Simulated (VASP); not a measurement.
# W (Im-3m) in VASP: further runs

The runs below take W through single point, with PBE.

Everything below comes from runs of VASP 6.6.1. Logs are shortened: lines on timing, memory, paths and dates and some standing lists are left out, and cuts for length are marked.

## (1) The cell of the first run

Symmetry: Im-3m, No. 229, cubic system. The conventional cell has a = 3.035 Å, b = 3.035 Å, c = 3.035 Å, α = 90.00°, β = 90.00°, γ = 90.00°. Within 3.5 Å of W (site symmetry m-3m) lie 14 W at 2.63 to 3.03 Å.

## (2) Single point, PBE (strain -0.050 along x and y, -0.050 along z)

INCAR

```
PREC     = Accurate       # precision mode
ENCUT    = 520            # plane-wave cutoff, eV
EDIFF    = 1E-7           # SCF threshold, eV
ISMEAR   = 0              # smearing method
SIGMA    = 0.15           # smearing width, eV
LREAL    = F              # projectors in reciprocal space
LASPH    = T              # aspherical terms in the spheres
NELM     = 100            # most SCF steps
ALGO     = Fast           # electronic algorithm
ISIF     = 2              # what is computed and relaxed
LWAVE    = F              # write WAVECAR
LCHARG   = F              # write CHGCAR
GGA      = PE             # functional
NBANDS   = 13             # bands
```

KPOINTS

```
Automatic mesh
0
Gamma
  20 20 20
```

POSCAR

```
W
1.0
   -1.5174350000      1.5174350000      1.5174350000
    1.5174350000     -1.5174350000      1.5174350000
    1.5174350000      1.5174350000     -1.5174350000
W
1
Direct
    0.0000000000      0.0000000000      0.0000000000
```

Potentials or basis: VASP PAW PBE potentials, release 64 (W_sv).

Run with:

```
cat potpaw_PBE.64/W_sv/POTCAR > POTCAR
mpirun -np 1 vasp_std > vasp.out
```

OUTCAR:

```text
PREC = Accurate
   ENCUT = 520
   EDIFF = 1E-7
   ISMEAR = 0
   LREAL = F
   LASPH = T
   NELM = 100
   ISIF = 2
   GGA = PE

 ion  position               nearest neighbor table
   1  0.000  0.000  0.000-

  LATTYP: Found a body centered cubic cell.
 ALAT       =     3.0348700000

  Lattice vectors:

 A1 = (  -1.5174350000,   1.5174350000,   1.5174350000)
 A2 = (   1.5174350000,  -1.5174350000,   1.5174350000)
 A3 = (   1.5174350000,   1.5174350000,  -1.5174350000)

Analysis of symmetry for initial positions (statically):
=====================================================================
 Subroutine PRICEL returns:
 Original cell was already a primitive cell.

 Routine SETGRP: Setting up the symmetry group for a
 body centered cubic supercell.

 Subroutine GETGRP returns: Found 48 space group operations
 (whereof 48 operations were pure point group operations)
 out of a pool of 48 trial point group operations.

The static configuration has the point symmetry O_h .

Analysis of symmetry for dynamics (positions and initial velocities):
=====================================================================
 Subroutine PRICEL returns:
 Original cell was already a primitive cell.

 Routine SETGRP: Setting up the symmetry group for a
 body centered cubic supercell.

 Subroutine GETGRP returns: Found 48 space group operations
 (whereof 48 operations were pure point group operations)
 out of a pool of 48 trial point group operations.

The dynamic configuration has the point symmetry O_h .

 Subroutine INISYM returns: Found 48 space group operations
 (whereof 48 operations are pure point group operations),
 and found     1 'primitive' translations

----------------------------------------------------------------------------------------

                                     Primitive cell

  volume of cell :      13.9762

  direct lattice vectors                    reciprocal lattice vectors
    -1.517435000  1.517435000  1.517435000     0.000000000  0.329503405  0.329503405
     1.517435000 -1.517435000  1.517435000     0.329503405  0.000000000  0.329503405
     1.517435000  1.517435000 -1.517435000     0.329503405  0.329503405  0.000000000

  length of vectors
     2.628274517  2.628274517  2.628274517     0.465988185  0.465988185  0.465988185

  position of ions in fractional coordinates (direct lattice)
     0.000000000  0.000000000  0.000000000

  ion indices of the primitive-cell ions
   primitive index   ion index
                 1           1

----------------------------------------------------------------------------------------

 KPOINTS: Automatic mesh

Automatic generation of k-mesh.
 Grid dimensions read from file:
 generate k-points for:   20   20   20

 Generating k-lattice:

  Cartesian coordinates                     Fractional coordinates (reciprocal lattice)
     0.000000000  0.016475170  0.016475170     0.050000000  0.000000000  0.000000000
     0.016475170  0.000000000  0.016475170     0.000000000  0.050000000  0.000000000
     0.016475170  0.016475170  0.000000000     0.000000000  0.000000000  0.050000000

  Length of vectors
     0.023299409  0.023299409  0.023299409

  Shift w.r.t. Gamma in fractional coordinates (k-lattice)
     0.000000000  0.000000000  0.000000000

 Subroutine IBZKPT returns following result:
 ===========================================

 Found    256 irreducible k-points:

 Following reciprocal coordinates:
            Coordinates               Weight
  0.000000  0.000000  0.000000      1.000000
  0.050000  0.000000  0.000000     12.000000
  0.100000  0.000000  0.000000     12.000000
  0.150000  0.000000  0.000000     12.000000
  0.200000  0.000000  0.000000     12.000000
  0.250000  0.000000  0.000000     12.000000
[... 16 lines left out ...]
  0.200000  0.100000  0.000000     48.000000
  0.250000  0.100000  0.000000     48.000000
 [... further k-points ...]
   k-points           NKPTS =    256   k-points in BZ     NKDIM =    256   number of bands    NBANDS=     13
   number of dos      NEDOS =    301   number of ions     NIONS =      1
   total plane-waves  NPLWV =   8000
   dimension x,y,z NGX =    20 NGY =   20 NGZ =   20
   dimension x,y,z NGXF=    40 NGYF=   40 NGZF=   40
   ions per type =               1
   NGX,Y,Z   is equivalent  to a cutoff of  12.65, 12.65, 12.65 a.u.
   NGXF,Y,Z  is equivalent  to a cutoff of  25.30, 25.30, 25.30 a.u.
 SYSTEM =  unknown system
   PREC   = accura    normal or accurate (medium, high low for compatibility)
   ISTART =      0    job   : 0-new  1-cont  2-samecut
   ICHARG =      2    charge: 1-file 2-atom 10-const
   ISPIN  =      1    spin polarized calculation?
   LNONCOLLINEAR =      F non collinear calculations
   LSORBIT =      F    spin-orbit coupling
   LASPH  =      T    aspherical Exc in radial PAW
   ENCUT  =  520.0 eV  38.22 Ry    6.18 a.u.   4.89  4.89  4.89*2*pi/ulx,y,z
   NELM   =    100;   NELMIN=  2; NELMDL= -5     # of ELM steps
   EDIFF  = 0.1E-06   stopping-criterion for ELM
   LREAL  =      F    real-space projection
   EDIFFG = 0.1E-05   stopping-criterion for IOM
   NSW    =      0    number of steps for IOM
   IBRION =     -1    ionic relax: 0-MD 1-quasi-New 2-CG
   NFREE  =      0    steps in history (QN), initial steepest desc. (CG)
   ISIF   =      2    stress and relaxation
   ISYM   =      2    0-nonsym 1-usesym 2-fastsym
   POTIM  = 0.5000    time-step for ionic-motion
   TEBEG  =    0.0;   TEEND  =   0.0 temperature during run
   PSTRESS=    0.0 pullay stress
   NELECT =      14.0000    total number of electrons
   NUPDOWN=      -1.0000    fix difference up-down
   EMIN   =  10.00;   EMAX   =-10.00  energy-range for DOS
   EFERMI =   0.00;   METHOD = LEGACY
   ISMEAR =     0;   SIGMA  =   0.15  broadening in eV -4-tet -1-fermi 0-gaus
   EFERMI_NEDOS =   21; number of points for ismear=-14 and -15
   IALGO  =     68    algorithm
   IMIX   =      4    mixing-type and parameters
     AMIX     =   0.40;   BMIX     =  1.00
     AMIX_MAG =   1.60;   BMIX_MAG =  1.00
  volume/ion in A,a.u.               =      13.98        94.32
  Fermi-wavevector in a.u.,A,eV,Ry     =   1.638026  3.095420 36.506182  2.683129
  Thomas-Fermi vector in A             =   2.729067
   LORBIT       =      0    0 simple, 1 ext, 2 COOP (PROOUT), +10 PAW based schemes
   GGA     = PE    functional components
   LHFCALC =     F    Hartree Fock is set to
   AEXX    =    0.0000 exact exchange contribution
   IVDW    =     0    specifies the selected vdW correction
   LEPSILON=     F    determine dielectric tensor
   LRPA    =     F    only Hartree local field effects (RPA)
 non-spin polarized calculation
 RMM-DIIS sequential band-by-band and
 Gauss-broadening in eV      SIGMA  =   0.15
  energy-cutoff  :      520.00
  volume of cell :       13.98
 maximum number of plane-waves:       386
   NGX =  9   NGY =  9   NGZ =  9

 number of electron      14.0000002 magnetization

 Free energy of the ion-electron system (eV)
  ---------------------------------------------------
  ext. energy  EPLUGINS =         0.00000000
  ---------------------------------------------------
  free energy    TOTEN  =       -12.59785293 eV

  energy without entropy =      -12.59320775  energy(sigma->0) =      -12.59553034

 E-fermi :  13.4658     XC(G=0): -14.3696

 val. band max:       13.4491645868   @ k =   0.4000   0.0500  -0.0000
 cond. band min:      13.4794402124   @ k =  -0.4500   0.4500   0.2000
 fundamental gap:      0.0302756255
 Fermi energy:        13.4657999755

 k-point     1 :       0.0000    0.0000    0.0000
  band No.  band energies     occupation
      1     -60.6954      2.00000
      2     -24.0180      2.00000
      3     -24.0180      2.00000
      4     -24.0180      2.00000
      5       3.0495      2.00000
      6      11.8896      2.00000
      7      11.8896      2.00000
      8      11.8896      2.00000
      9      15.9164      0.00000
     10      15.9164      0.00000
     11      28.1407      0.00000
     12      28.1407      0.00000
     13      28.1407      0.00000

 k-point     2 :       0.0500    0.0000    0.0000
  band No.  band energies     occupation
      1     -60.6898      2.00000
      2     -24.0708      2.00000
      3     -24.0339      2.00000
      4     -24.0185      2.00000
      5       3.1927      2.00000
      6      11.7987      2.00000
      7      11.8698      2.00000
      8      12.0282      2.00000
      9      15.7592      0.00000
     10      15.9147      0.00000
     11      28.2711      0.00000
     12      28.3793      0.00000
     13      28.5288      0.00000

 k-point     3 :       0.1000    0.0000    0.0000
  band No.  band energies     occupation
      1     -60.6734      2.00000
      2     -24.2219      2.00000
      3     -24.0795      2.00000
      4     -24.0197      2.00000
      5       3.6059      2.00000
      6      11.5452      2.00000
      7      11.7879      2.00000
      8      12.4403      2.00000
      9      15.4096      0.00000
     10      15.9167      0.00000
     11      28.6215      0.00000
     12      29.0755      0.00000
     13      29.5599      0.00000

 k-point     4 :       0.1500    0.0000    0.0000
  band No.  band energies     occupation
      1     -60.6479      2.00000
      2     -24.4520      2.00000
      3     -24.1500      2.00000
      4     -24.0217      2.00000
      5       4.2382      2.00000
      6      11.1767      2.00000
      7      11.6047      2.00000
      8      13.1143      1.99908
      9      15.1167      0.00000
     10      15.9405      0.00000
     11      29.0449      0.00000
     12      30.1790      0.00000
     13      30.8797      0.00000

 k-point     5 :       0.2000    0.0000    0.0000
  band No.  band energies     occupation
      1     -60.6157      2.00000
      2     -24.7333      2.00000
      3     -24.2376      2.00000
      4     -24.0243      2.00000
      5       4.9928      2.00000
      6      10.7501      2.00000
      7      11.3592      2.00000
      8      14.0307      0.00000
      9      15.0486      0.00000
     10      16.0070      0.00000
     11      29.2319      0.00000
     12      31.6277      0.00000
     13      31.8499      0.00000
[... 257 lines left out ...]
 k-point    22 :       0.1500    0.1000    0.0000
  band No.  band energies     occupation
      1     -60.6029      2.00000
      2     -24.8235      2.00000
      3     -24.2356      2.00000
      4     -24.0837      2.00000
      5       5.3437      2.00000
      6      10.7526      2.00000
      7      10.9722      2.00000
      8      14.5749      0.00000
      9      14.7150      0.00000
     10      16.3406      0.00000
     11      29.8024      0.00000
     12      31.0181      0.00000
     13      32.3198      0.00000

 k-point    23 :       0.2000    0.1000    0.0000
  band No.  band energies     occupation
      1     -60.5687      2.00000
      2     -25.0886      2.00000
      3     -24.3422      2.00000
      4     -24.0920      2.00000
      5       6.0740      2.00000
      6      10.3331      2.00000
      7      10.8248      2.00000
      8      14.7794      0.00000
      9      15.7873      0.00000
     10      16.5354      0.00000
     11      29.3034      0.00000
     12      31.2264      0.00000
     13      33.0191      0.00000

 k-point    24 :       0.2500    0.1000    0.0000
  band No.  band energies     occupation
      1     -60.5344      2.00000
      2     -25.3444      2.00000
      3     -24.4516      2.00000
      4     -24.0980      2.00000
      5       6.5874      2.00000
      6       9.9565      2.00000
      7      11.0057      2.00000
      8      15.0577      0.00000
      9      16.7102      0.00000
     10      17.1292      0.00000
     11      28.2523      0.00000
     12      30.5793      0.00000
     13      34.2199      0.00000

 [... further k-points ...]

------------------------ aborting loop because EDIFF is reached ----------------------------------------

  FORCE on cell =-STRESS in cart. coord.  units (eV):
  Direction    XX          YY          ZZ          XY          YZ          ZX
  --------------------------------------------------------------------------------------
  -------------------------------------------------------------------------------------
  Total        5.2312354      5.2312354      5.2312354      0.0000000      0.0000000     -0.0000000
  in kB      599.6868966    599.6868966    599.6868966      0.0000000      0.0000000     -0.0000000
  external PRESSURE =     599.6868966 kB  Pullay stress =       0.0000000 kB

 VOLUME and BASIS-vectors are now :
 -----------------------------------------------------------------------------
  energy-cutoff  :      520.00
  volume of cell :       13.98
      direct lattice vectors                 reciprocal lattice vectors
    -1.517435000  1.517435000  1.517435000     0.000000000  0.329503405  0.329503405
     1.517435000 -1.517435000  1.517435000     0.329503405  0.000000000  0.329503405
     1.517435000  1.517435000 -1.517435000     0.329503405  0.329503405  0.000000000

 POSITION                                       TOTAL-FORCE (eV/Angst)
 -----------------------------------------------------------------------------------
      0.00000      0.00000      0.00000         0.000000      0.000000      0.000000
 -----------------------------------------------------------------------------------
    total drift:                                0.000000      0.000000      0.000000

  FREE ENERGIE OF THE ION-ELECTRON SYSTEM (eV)
  ---------------------------------------------------
  free  energy   TOTEN  =       -12.5978529322 eV

  energy  without entropy=      -12.5932077450  energy(sigma->0) =      -12.59553034
```

Wall time 52 s (1 thread of Intel Xeon 8259CL, shared host); peak memory 0.16 GiB.

What came out:

* Free energy: -12.5979 eV
* Pressure: 60.0 GPa
* Band gap on the k mesh: zero (bands 7 and 8 overlap by 7.61 eV)

Caveat: the cell differs from its parent crystal (strain -0.050 along x and y, -0.050 along z); the cell stands under pressure; spin-orbit coupling is left out, which moves the levels of the heavy elements.

## (3) Single point, PBE (strain -0.025 along x and y, -0.025 along z)

INCAR

```
SYSTEM = W
  PREC = Accurate
  ENCUT = 520
  EDIFF = 1E-6
  ISMEAR = 0
  SIGMA = 0.15
  LREAL = .FALSE.
  LASPH = .TRUE.
  NELM = 80
  ALGO = Fast
  ISIF = 2
  LWAVE = .FALSE.
  LCHARG = .TRUE.
  GGA = PE
  LELF = .TRUE.
  LVHAR = .TRUE.
  NBANDS = 13
```

KPOINTS

```
regular mesh
0
G
  20 20 20
  0 0 0
```

POSCAR

```
W
1.0
   -1.5573675000      1.5573675000      1.5573675000
    1.5573675000     -1.5573675000      1.5573675000
    1.5573675000      1.5573675000     -1.5573675000
W
1
Direct
    0.0000000000      0.0000000000      0.0000000000
```

Potentials or basis: VASP PAW PBE potentials, release 64 (W_sv).

Run with:

```
cat potpaw_PBE.64/W_sv/POTCAR > POTCAR
mpirun -np 1 vasp_std > vasp.out
```

OUTCAR:

```text
SYSTEM = W
   PREC = Accurate
   ENCUT = 520
   EDIFF = 1E-6
   ISMEAR = 0
   LREAL = .FALSE.
   LASPH = .TRUE.
   NELM = 80
   ISIF = 2
   GGA = PE

 ion  position               nearest neighbor table
   1  0.000  0.000  0.000-

  LATTYP: Found a body centered cubic cell.
 ALAT       =     3.1147350000

  Lattice vectors:
[... 561 lines left out ...]
      7       9.9274      2.00000
      8      13.7383      0.00000
      9      15.2020      0.00000
     10      15.5443      0.00000
     11      26.4939      0.00000
     12      28.2767      0.00000
     13      32.2897      0.00000

 [... further k-points ...]

------------------------ aborting loop because EDIFF is reached ----------------------------------------

  FORCE on cell =-STRESS in cart. coord.  units (eV):
  Direction    XX          YY          ZZ          XY          YZ          ZX
  --------------------------------------------------------------------------------------
  -------------------------------------------------------------------------------------
  Total        2.2367887      2.2367887      2.2367887      0.0000000     -0.0000000      0.0000000
  in kB      237.1932007    237.1932007    237.1932007      0.0000000     -0.0000000      0.0000000
  external PRESSURE =     237.1932007 kB  Pullay stress =       0.0000000 kB

 VOLUME and BASIS-vectors are now :
 -----------------------------------------------------------------------------
  energy-cutoff  :      520.00
  volume of cell :       15.11
      direct lattice vectors                 reciprocal lattice vectors
    -1.557367500  1.557367500  1.557367500     0.000000000  0.321054600  0.321054600
     1.557367500 -1.557367500  1.557367500     0.321054600  0.000000000  0.321054600
     1.557367500  1.557367500 -1.557367500     0.321054600  0.321054600  0.000000000

 POSITION                                       TOTAL-FORCE (eV/Angst)
 -----------------------------------------------------------------------------------
      0.00000      0.00000      0.00000         0.000000      0.000000      0.000000
 -----------------------------------------------------------------------------------
    total drift:                                0.000000     -0.000000      0.000000

  FREE ENERGIE OF THE ION-ELECTRON SYSTEM (eV)
  ---------------------------------------------------
  free  energy   TOTEN  =       -12.8865653529 eV

  energy  without entropy=      -12.8828255755  energy(sigma->0) =      -12.88469546
```

stdout:

```text
POSCAR found type information on POSCAR W
 POSCAR found :  1 types and       1 ions
 scaLAPACK will be used
 LDA part: xc-table for (Slater+PW92), standard interpolation
 POSCAR, INCAR and KPOINTS ok, starting setup
 FFT: planning ... GRIDC
 FFT: planning ... GRID_SOFT
 FFT: planning ... GRID
 WAVECAR not read
 entering main loop
WARNING in EDDRMM: call to ZHEGV failed, returncode =   6  3     11
WARNING in EDDRMM: call to ZHEGV failed, returncode =   6  3     12
```

It took 58 s on 1 thread of Intel Xeon 8259CL, shared host; peak memory 0.16 GiB.

What came out:

| Quantity | Value |
| --- | --- |
| Free energy | -12.8866 eV |
| Pressure | 23.7 GPa |
| Band gap on the k mesh | zero (bands 7 and 8 overlap by 6.84 eV) |

Levels at points of the mesh, in eV from the Fermi level:
```
           k point  band 5  band 6  band 7  band 8  band 9  band 10
(0.00, 0.00, 0.00)   -9.95   -1.37   -1.37   -1.37    2.32     2.32
(0.50, 0.00, 0.00)   -6.65   -3.86    0.81    2.25    3.29     6.54
(0.50, 0.50, 0.50)   -6.29   -6.29    5.47    5.47    5.47     8.60
```

Caveat: the cell differs from its parent crystal (strain -0.025 along x and y, -0.025 along z); the cell stands under pressure; spin-orbit coupling is left out, which moves the levels of the heavy elements.
